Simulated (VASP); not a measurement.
Set up this calculation in VASP 6.6.1, as the native input.

```
Task                   : relaxation of cell and atoms
Functional             : PBE
Potentials or basis    : VASP PAW PBE potentials, release 64 (Cr_pv, Cd, B)
Cutoff                 : 600 eV
k mesh                 : 6 × 6 × 6
Occupations            : gaussian, width 0.1 eV
Spin                   : collinear spin, ferromagnetic start
Starting moments       : [3.25, 0.0, 0.0, 0.0, 0.0] μB
Dipole correction      : no
Further INCAR settings : ALGO = Normal; EDIFF = 1e-07; IBRION = 2; EDIFFG = -0.04; NSW = 90; ISIF = 3
```

The structure of CrCdB3 lies in POSCAR:

```
CrCdB3
1.0
    3.7358727034      0.0000000000      0.0000000000
    0.0000000000      3.7358727034      0.0000000000
    0.0000000000      0.0000000000      3.7358727034
Cr Cd B
1 1 3
Direct
    0.0000000000      0.0000000000      0.0000000000
    0.5000000000      0.5000000000      0.5000000000
    0.0000000000      0.5000000000      0.5000000000
    0.5000000000      0.0000000000      0.5000000000
    0.5000000000      0.5000000000      0.0000000000
```

The input as run:

INCAR

```
  ALGO = Normal
  EDIFF = 1E-7
  EDIFFG = -0.04
  ENCUT = 600
  GGA = PE
  IBRION = 2
  ISIF = 3
  ISMEAR = 0
  ISPIN = 2
  LASPH = T
  LCHARG = F
  LMAXMIX = 4
  LORBIT = 11
  LREAL = F
  LWAVE = F
  MAGMOM = 3.25 0 0 0 0
  NELM = 150
  NSW = 90
  PREC = Accurate
  SIGMA = 0.1
```

KPOINTS

```
k-points
0
Gamma
  6 6 6
```

Potentials or basis: VASP PAW PBE potentials, release 64 (Cr_pv, Cd, B).

Run with:

```bash
$ cat potpaw_PBE.64/Cr_pv/POTCAR potpaw_PBE.64/Cd/POTCAR potpaw_PBE.64/B/POTCAR > POTCAR
$ mpirun -np 1 vasp_std > vasp.out
```

Results of the run:

The relaxed volume is 16.27 Å³/atom. The relaxed cell is a = 4.333 Å, b = 4.333 Å, c = 4.333 Å, α = 90.00°, β = 90.00°, γ = 90.00° and the space group after relaxing (to 0.05 Å) is Pm-3m (No. 221). The energy gained by relaxing is 829.5 meV/atom. The ionic steps are 4, the pressure after relaxing is -0.4 GPa and the net moment is 4.22 μB per cell. The site moments are Cr +3.89; Cd +0.01; B -0.01 μB. The valence electrons inside the program's atomic spheres are Cr 10.32; Cd 10.75; B 1.52.

Caveat: the volume moved by over 15 % at a fixed basis, so the end points are rough; a cell with one magnetic atom can't hold antiferromagnetic order, which such compounds often take.

Run time: 7.7 min on 1 thread of Intel(R) Xeon(R) Platinum 8124M CPU @ 3.00GHz (Skylake/Cascade Lake), on a shared host, peak memory 0.23 GiB.
